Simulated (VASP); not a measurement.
Na:

```
CELL_PARAMETERS angstrom
-2.11750 2.11750 2.11750
2.11750 -2.11750 2.11750
2.11750 2.11750 -2.11750
ATOMIC_POSITIONS crystal
Na 0.00000 0.00000 0.00000
```

```yaml
Program: VASP 6.6.1
Task: relaxation of cell and atoms
Functional: LDA
Potentials_or_basis: VASP PAW LDA potentials, release 64 (Na_pv)
Cutoff: 600 eV
k_mesh: 14 × 14 × 14
Occupations: gaussian, width 0.1 eV
Spin: no spin polarisation
```

At the start: pressure -1.0 GPa; volume 37.98 Å³/atom.

Question: How do energy, volume and symmetry change on relaxing?

Answer: Over 7 steps the energy falls by 15.9 meV/atom and the volume is 33.15 Å³/atom (-12.7 %); space group Im-3m (No. 229, to 0.1 Å) before and after.

Step by step:
| step | energy change (eV) | largest force (eV/Å) | pressure (GPa) | volume (Å³) |
| --- | --- | --- | --- | --- |
| 1 | 0.0000 | 0.0000 | -0.96 | 37.98 |
| 2 | -0.0067 | 0.0000 | -0.78 | 36.74 |
| 3 | -0.0159 | 0.0000 | -0.04 | 33.19 |
| 4 | -0.0159 | 0.0000 | 0.10 | 33.02 |
| 5 | -0.0159 | 0.0000 | -0.04 | 33.18 |
| 6 | -0.0159 | 0.0000 | 0.04 | 33.13 |
| 7 | -0.0159 | 0.0000 | 0.00 | 33.15 |

Final structure:
```xyz
1
Lattice="-2.0237 2.0237 2.0237 2.0237 -2.0237 2.0237 2.0237 2.0237 -2.0237" Properties=species:S:1:pos:R:3 pbc="T T T"
Na    0.0000    0.0000    0.0000
```
